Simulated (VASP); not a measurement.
# ZnS (F-43m) in VASP: notebook

Runs on ZnS. Level: PBEsol. Tasks: single point.

Program: VASP 6.6.1. These are calculated values, not measurements. Logs are shortened: lines on timing, memory, paths and dates and some standing lists are left out, and cuts for length are marked.

### 1 The cell of the first run

It takes space group F-43m (No. 216, cubic). The conventional cell has a = 5.299 Å, b = 5.299 Å, c = 5.299 Å, α = 90.00°, β = 90.00°, γ = 90.00°. Zn (site symmetry -43m) has 4 S at 2.29 Å within 3.0 Å. Within 3.0 Å of S (site symmetry -43m) lie 4 Zn at 2.29 Å.

### 2 Single point, PBEsol (volume scaled by 0.94)

INCAR

```
SYSTEM = ZnS
PREC     = Accurate       ! precision mode
ENCUT    = 520            ! plane-wave cutoff, eV
EDIFF    = 1E-6           ! SCF threshold, eV
ISMEAR   = -1             ! smearing method
SIGMA    = 0.01           ! smearing width, eV
LREAL    = .FALSE.        ! projectors in reciprocal space
LASPH    = .TRUE.         ! aspherical terms in the spheres
NELM     = 80             ! most SCF steps
ALGO     = Normal         ! electronic algorithm
ISIF     = 2              ! what is computed and relaxed
LWAVE    = .FALSE.        ! write WAVECAR
LCHARG   = .FALSE.        ! write CHGCAR
GGA      = PS             ! functional
NBANDS   = 16             ! bands
```

KPOINTS

```
Automatic mesh
0
G
  9 9 9
  0 0 0
```

POSCAR

```
ZnS
1.0
    0.0000000000      2.6494375689      2.6494375689
    2.6494375689      0.0000000000      2.6494375689
    2.6494375689      2.6494375689      0.0000000000
Zn S
1 1
Direct
    0.0000000000      0.0000000000      0.0000000000
    0.7500000000      0.7500000000      0.7500000000
```

Potentials or basis: VASP PAW PBE potentials, release 64 (Zn, S).

Started as:

```
$ cat potpaw_PBE.64/Zn/POTCAR potpaw_PBE.64/S/POTCAR > POTCAR
$ mpirun -np 1 vasp_std > vasp.out
```

OUTCAR:

```text
SYSTEM = ZnS
   PREC = Accurate
   ENCUT = 520
   EDIFF = 1E-6
   ISMEAR = -1
   LREAL = .FALSE.
   LASPH = .TRUE.
   NELM = 80
   ISIF = 2
   GGA = PS

 ion  position               nearest neighbor table
   1  0.000  0.000  0.000-   2 2.29   2 2.29   2 2.29   2 2.29
   2  0.750  0.750  0.750-   1 2.29   1 2.29   1 2.29   1 2.29

  LATTYP: Found a face centered cubic cell.
 ALAT       =     5.2988751378

  Lattice vectors:

 A1 = (   0.0000000000,   2.6494375689,   2.6494375689)
 A2 = (   2.6494375689,   0.0000000000,   2.6494375689)
 A3 = (   2.6494375689,   2.6494375689,   0.0000000000)

Analysis of symmetry for initial positions (statically):
=====================================================================
 Subroutine PRICEL returns:
 Original cell was already a primitive cell.

 Routine SETGRP: Setting up the symmetry group for a
 face centered cubic supercell.

 Subroutine GETGRP returns: Found 24 space group operations
 (whereof 24 operations were pure point group operations)
 out of a pool of 48 trial point group operations.

The static configuration has the point symmetry T_d .

Analysis of symmetry for dynamics (positions and initial velocities):
=====================================================================
 Subroutine PRICEL returns:
 Original cell was already a primitive cell.

 Routine SETGRP: Setting up the symmetry group for a
 face centered cubic supercell.

 Subroutine GETGRP returns: Found 24 space group operations
 (whereof 24 operations were pure point group operations)
 out of a pool of 48 trial point group operations.

The dynamic configuration has the point symmetry T_d .

 Subroutine INISYM returns: Found 24 space group operations
 (whereof 24 operations are pure point group operations),
 and found     1 'primitive' translations

----------------------------------------------------------------------------------------

                                     Primitive cell

  volume of cell :      37.1956

  direct lattice vectors                    reciprocal lattice vectors
     0.000000000  2.649437569  2.649437569    -0.188719299  0.188719299  0.188719299
     2.649437569  0.000000000  2.649437569     0.188719299 -0.188719299  0.188719299
     2.649437569  2.649437569  0.000000000     0.188719299  0.188719299 -0.188719299

  length of vectors
     3.746870543  3.746870543  3.746870543     0.326871414  0.326871414  0.326871414

  position of ions in fractional coordinates (direct lattice)
     0.000000000  0.000000000  0.000000000
     0.750000000  0.750000000  0.750000000

  ion indices of the primitive-cell ions
   primitive index   ion index
                 1           1
                 2           2

----------------------------------------------------------------------------------------

 KPOINTS: Automatic mesh

Automatic generation of k-mesh.
 Grid dimensions read from file:
 generate k-points for:    9    9    9

 Generating k-lattice:

  Cartesian coordinates                     Fractional coordinates (reciprocal lattice)
    -0.020968811  0.020968811  0.020968811     0.111111111  0.000000000  0.000000000
     0.020968811 -0.020968811  0.020968811     0.000000000  0.111111111  0.000000000
     0.020968811  0.020968811 -0.020968811     0.000000000  0.000000000  0.111111111

  Length of vectors
     0.036319046  0.036319046  0.036319046

  Shift w.r.t. Gamma in fractional coordinates (k-lattice)
     0.000000000  0.000000000  0.000000000

 Subroutine IBZKPT returns following result:
 ===========================================

 Found     35 irreducible k-points:

 Following reciprocal coordinates:
            Coordinates               Weight
  0.000000  0.000000  0.000000      1.000000
  0.111111  0.000000  0.000000      8.000000
  0.222222  0.000000  0.000000      8.000000
  0.333333  0.000000  0.000000      8.000000
  0.444444  0.000000  0.000000      8.000000
  0.111111  0.111111  0.000000      6.000000
[... 16 lines left out ...]
 -0.333333  0.333333  0.000000     12.000000
  0.444444  0.444444  0.000000      6.000000
 [... further k-points ...]
   k-points           NKPTS =     35   k-points in BZ     NKDIM =     35   number of bands    NBANDS=     16
   number of dos      NEDOS =    301   number of ions     NIONS =      2
   total plane-waves  NPLWV =  21952
   dimension x,y,z NGX =    28 NGY =   28 NGZ =   28
   dimension x,y,z NGXF=    56 NGYF=   56 NGZF=   56
   ions per type =               1   1
   NGX,Y,Z   is equivalent  to a cutoff of  12.42, 12.42, 12.42 a.u.
   NGXF,Y,Z  is equivalent  to a cutoff of  24.85, 24.85, 24.85 a.u.
 SYSTEM =  ZnS
   PREC   = accura    normal or accurate (medium, high low for compatibility)
   ISTART =      0    job   : 0-new  1-cont  2-samecut
   ICHARG =      2    charge: 1-file 2-atom 10-const
   ISPIN  =      1    spin polarized calculation?
   LNONCOLLINEAR =      F non collinear calculations
   LSORBIT =      F    spin-orbit coupling
   LASPH  =      T    aspherical Exc in radial PAW
   ENCUT  =  520.0 eV  38.22 Ry    6.18 a.u.   6.97  6.97  6.97*2*pi/ulx,y,z
   NELM   =     80;   NELMIN=  2; NELMDL= -5     # of ELM steps
   EDIFF  = 0.1E-05   stopping-criterion for ELM
   LREAL  =      F    real-space projection
   EDIFFG = 0.1E-04   stopping-criterion for IOM
   NSW    =      0    number of steps for IOM
   IBRION =     -1    ionic relax: 0-MD 1-quasi-New 2-CG
   NFREE  =      0    steps in history (QN), initial steepest desc. (CG)
   ISIF   =      2    stress and relaxation
   ISYM   =      2    0-nonsym 1-usesym 2-fastsym
   POTIM  = 0.5000    time-step for ionic-motion
   TEBEG  =    0.0;   TEEND  =   0.0 temperature during run
   PSTRESS=    0.0 pullay stress
   NELECT =      18.0000    total number of electrons
   NUPDOWN=      -1.0000    fix difference up-down
   EMIN   =  10.00;   EMAX   =-10.00  energy-range for DOS
   EFERMI =   0.00;   METHOD = LEGACY
   ISMEAR =    -1;   SIGMA  =   0.01  broadening in eV -4-tet -1-fermi 0-gaus
   EFERMI_NEDOS =   21; number of points for ismear=-14 and -15
   IALGO  =     38    algorithm
   IMIX   =      4    mixing-type and parameters
     AMIX     =   0.40;   BMIX     =  1.00
     AMIX_MAG =   1.60;   BMIX_MAG =  1.00
  volume/ion in A,a.u.               =      18.60       125.50
  Fermi-wavevector in a.u.,A,eV,Ry     =   1.285293  2.428851 22.476509  1.651977
  Thomas-Fermi vector in A             =   2.417435
   LORBIT       =      0    0 simple, 1 ext, 2 COOP (PROOUT), +10 PAW based schemes
   GGA     = PS    functional components
   LHFCALC =     F    Hartree Fock is set to
   AEXX    =    0.0000 exact exchange contribution
   IVDW    =     0    specifies the selected vdW correction
   LEPSILON=     F    determine dielectric tensor
   LRPA    =     F    only Hartree local field effects (RPA)
 non-spin polarized calculation
  energy-cutoff  :      520.00
  volume of cell :       37.20
 maximum number of plane-waves:      1018
   NGX = 13   NGY = 13   NGZ = 13

 number of electron      18.0000015 magnetization

 Free energy of the ion-electron system (eV)
  ---------------------------------------------------
  ext. energy  EPLUGINS =         0.00000000
  ---------------------------------------------------
  free energy    TOTEN  =        -7.57673674 eV

  energy without entropy =       -7.57673674  energy(sigma->0) =       -7.57673674

 E-fermi :   2.8161     XC(G=0): -10.1291

 val. band max:        2.5833208153   @ k =   0.0000   0.0000   0.0000
 cond. band min:       4.8192612882   @ k =   0.0000   0.0000   0.0000
 fundamental gap:      2.2359404730
 Fermi energy:         2.8160521983

 k-point     1 :       0.0000    0.0000    0.0000
  band No.  band energies     occupation
      1     -11.0041      2.00000
      2      -4.0471      2.00000
      3      -4.0471      2.00000
      4      -4.0471      2.00000
      5      -3.4758      2.00000
      6      -3.4758      2.00000
[... 8 lines left out ...]
     15      14.3871      0.00000
     16      14.5525      0.00000

 k-point     2 :       0.1111    0.0000    0.0000
  band No.  band energies     occupation
      1     -10.8999      2.00000
      2      -4.0526      2.00000
      3      -4.0280      2.00000
      4      -4.0280      2.00000
      5      -3.4777      2.00000
      6      -3.4777      2.00000
[... 8 lines left out ...]
     15      13.8214      0.00000
     16      15.2401      0.00000

 k-point     3 :       0.2222    0.0000    0.0000
  band No.  band energies     occupation
      1     -10.6168      2.00000
      2      -4.0389      2.00000
      3      -3.9832      2.00000
      4      -3.9832      2.00000
      5      -3.4768      2.00000
      6      -3.4768      2.00000
[... 8 lines left out ...]
     15      13.4493      0.00000
     16      14.9080      0.00000

 k-point     4 :       0.3333    0.0000    0.0000
  band No.  band energies     occupation
      1     -10.2531      2.00000
      2      -3.9411      2.00000
      3      -3.9411      2.00000
      4      -3.9182      2.00000
      5      -3.4625      2.00000
      6      -3.4625      2.00000
[... 8 lines left out ...]
     15      14.1882      0.00000
     16      14.3985      0.00000

 k-point     5 :       0.4444    0.0000    0.0000
  band No.  band energies     occupation
      1      -9.9839      2.00000
      2      -3.9205      2.00000
      3      -3.9205      2.00000
      4      -3.5529      2.00000
      5      -3.4437      2.00000
      6      -3.4437      2.00000
[... 8 lines left out ...]
     15      15.6902      0.00000
     16      15.6902      0.00000

 k-point     6 :       0.1111    0.1111    0.0000
  band No.  band energies     occupation
      1     -10.8651      2.00000
      2      -4.0717      2.00000
      3      -4.0125      2.00000
      4      -4.0125      2.00000
      5      -3.4922      2.00000
      6      -3.4654      2.00000
[... 8 lines left out ...]
     15      14.5506      0.00000
     16      15.6580      0.00000
[... 267 lines left out ...]
 k-point    21 :       0.4444    0.3333    0.0000
  band No.  band energies     occupation
      1      -9.7729      2.00000
      2      -4.1092      2.00000
      3      -3.7300      2.00000
      4      -3.7179      2.00000
      5      -3.4038      2.00000
      6      -3.3898      2.00000
[... 8 lines left out ...]
     15      16.3781      0.00000
     16      18.2014      0.00000

 k-point    22 :      -0.4444    0.3333    0.0000
  band No.  band energies     occupation
      1      -9.6406      2.00000
      2      -4.0120      2.00000
      3      -3.7274      2.00000
      4      -3.6369      2.00000
      5      -3.4245      2.00000
      6      -3.1575      2.00000
[... 8 lines left out ...]
     15      15.7212      0.00000
     16      18.1230      0.00000

 k-point    23 :      -0.3333    0.3333    0.0000
  band No.  band energies     occupation
      1      -9.6769      2.00000
      2      -3.9487      2.00000
      3      -3.7713      2.00000
      4      -3.5489      2.00000
      5      -3.4594      2.00000
      6      -3.1857      2.00000
[... 8 lines left out ...]
     15      14.2998      0.00000
     16      19.3980      0.00000

 k-point    24 :       0.4444    0.4444    0.0000
  band No.  band energies     occupation
      1      -9.6392      2.00000
      2      -4.1495      2.00000
      3      -3.6713      2.00000
      4      -3.6713      2.00000
      5      -3.3895      2.00000
      6      -3.3122      2.00000
[... 8 lines left out ...]
     15      16.3002      0.00000
     16      17.8374      0.00000

 [... further k-points ...]
[... 5 lines left out ...]
  --------------------------------------------------------------------------------------
  -------------------------------------------------------------------------------------
  Total        0.6861063      0.6861063      0.6861063      0.0000000      0.0000000      0.0000000
  in kB       29.5536373     29.5536373     29.5536373      0.0000000      0.0000000      0.0000000
  external PRESSURE =      29.5536373 kB  Pullay stress =       0.0000000 kB

 VOLUME and BASIS-vectors are now :
 -----------------------------------------------------------------------------
  energy-cutoff  :      520.00
  volume of cell :       37.20
      direct lattice vectors                 reciprocal lattice vectors
     0.000000000  2.649437569  2.649437569    -0.188719299  0.188719299  0.188719299
     2.649437569  0.000000000  2.649437569     0.188719299 -0.188719299  0.188719299
     2.649437569  2.649437569  0.000000000     0.188719299  0.188719299 -0.188719299

 POSITION                                       TOTAL-FORCE (eV/Angst)
 -----------------------------------------------------------------------------------
      0.00000      0.00000      0.00000        -0.000000     -0.000000     -0.000000
      3.97416      3.97416      3.97416         0.000000      0.000000      0.000000
 -----------------------------------------------------------------------------------
    total drift:                               -0.000002     -0.000002     -0.000002

  FREE ENERGIE OF THE ION-ELECTRON SYSTEM (eV)
  ---------------------------------------------------
  free  energy   TOTEN  =        -7.5767367414 eV

  energy  without entropy=       -7.5767367414  energy(sigma->0) =       -7.57673674
```

Wall time 13 s (1 thread of Intel Xeon 6975P-C, shared host); peak memory 0.17 GiB.

What came out:

- Free energy: -7.5767 eV
- Pressure: 3.0 GPa
- Band gap on the k mesh: 2.24 eV, direct

Caveat: the PAW data sets were made with another functional, which shifts forces and pressure a little.

### 3 Single point, PBEsol (volume scaled by 0.96)

INCAR

```
SYSTEM = ZnS
PREC = Accurate
ENCUT = 520
EDIFF = 1E-6
ISMEAR = -1
SIGMA = 0.01
LREAL = .False.
LASPH = .True.
NELM = 100
ALGO = Normal
ISIF = 2
LWAVE = .False.
LCHARG = .True.
GGA = PS
LELF = .True.
LVHAR = .True.
NBANDS = 16
```

KPOINTS

```
Automatic mesh
0
Gamma
  9 9 9
  0 0 0
```

POSCAR

```
ZnS
1.0
    0.0000000000      2.6680961947      2.6680961947
    2.6680961947      0.0000000000      2.6680961947
    2.6680961947      2.6680961947      0.0000000000
Zn S
1 1
Direct
    0.0000000000      0.0000000000      0.0000000000
    0.7500000000      0.7500000000      0.7500000000
```

Potentials or basis: VASP PAW PBE potentials, release 64 (Zn, S).

Started as:

```
$ cat potpaw_PBE.64/Zn/POTCAR potpaw_PBE.64/S/POTCAR > POTCAR
$ mpirun -np 1 vasp_std > vasp.out
```

It took 16 s on 1 thread of Intel Xeon 6975P-C, shared host; peak memory 0.16 GiB.

It converged, with:

- Free energy: -7.5870 eV
- Pressure: 1.1 GPa
- Band gap on the k mesh: 2.14 eV, direct

Levels at points of the mesh, in eV from the valence-band top:
| k point | band 7 | band 8 | band 9 | band 10 | band 11 | band 12 |
| --- | --- | --- | --- | --- | --- | --- |
| (0.00, 0.00, 0.00) | 0.00 | 0.00 | 0.00 | 2.14 | 6.28 | 6.28 |

Caveat: the PAW data sets were made with another functional, which shifts forces and pressure a little.

### 4 Single point, PBEsol (volume scaled by 0.98)

INCAR

```
PREC = Accurate
ENCUT = 520
EDIFF = 1E-6
ISMEAR = -1
SIGMA = 0.01
LREAL = F
LASPH = T
NELM = 80
ALGO = Normal
ISIF = 2
LWAVE = F
LCHARG = T
GGA = PS
LELF = T
LVHAR = T
NBANDS = 16
```

KPOINTS

```
regular mesh
0
Gamma
  9 9 9
```

POSCAR

```
ZnS
1.0
    0.0000000000      2.6864974396      2.6864974396
    2.6864974396      0.0000000000      2.6864974396
    2.6864974396      2.6864974396      0.0000000000
Zn S
1 1
Direct
    0.0000000000      0.0000000000      0.0000000000
    0.7500000000      0.7500000000      0.7500000000
```

Started as:

```
$ cat potpaw_PBE.64/Zn/POTCAR potpaw_PBE.64/S/POTCAR > POTCAR
$ mpirun -np 1 vasp_std > vasp.out
```

Run time: 17 s. Hardware: 1 thread of Intel Xeon 6975P-C, shared host; peak memory 0.16 GiB.

The run converged. Its results:

```yaml
Free_energy: -7.5886 eV
Pressure: -0.5 GPa
Band_gap_on_the_k_mesh: 2.05 eV, direct
```

Levels at points of the mesh, in eV from the valence-band top:
```tsv
k point	band 5	band 6	band 7	band 8	band 9	band 10	band 11	band 12	band 13	band 14
(0.00, 0.00, 0.00)	-5.92	-5.92	0.00	0.00	0.00	2.05	6.30	6.30	6.30	11.74
```

Caveat: the PAW data sets were made with another functional, which shifts forces and pressure a little.

### 5 Summary

```tsv
cell	gap on the mesh (eV)	pressure (GPa)
a = 3.747 Å, angles 60.0°, 2 atoms	2.24	3.0
a = 3.773 Å, angles 60.0°, 2 atoms	2.14	1.1
a = 3.799 Å, angles 60.0°, 2 atoms	2.05	-0.5
```

Alike in all rows: task single point; level PBEsol; potentials or basis VASP PAW PBE potentials, release 64 (Zn, S); no spin polarisation; k mesh 9 × 9 × 9; cutoff (eV) 520; smearing fermi-dirac 0.01 eV.

Caveats: the PAW data sets were made with another functional, which shifts forces and pressure a little.

Total energies depend on the potentials used, so only differences within one code and one set of settings carry meaning.
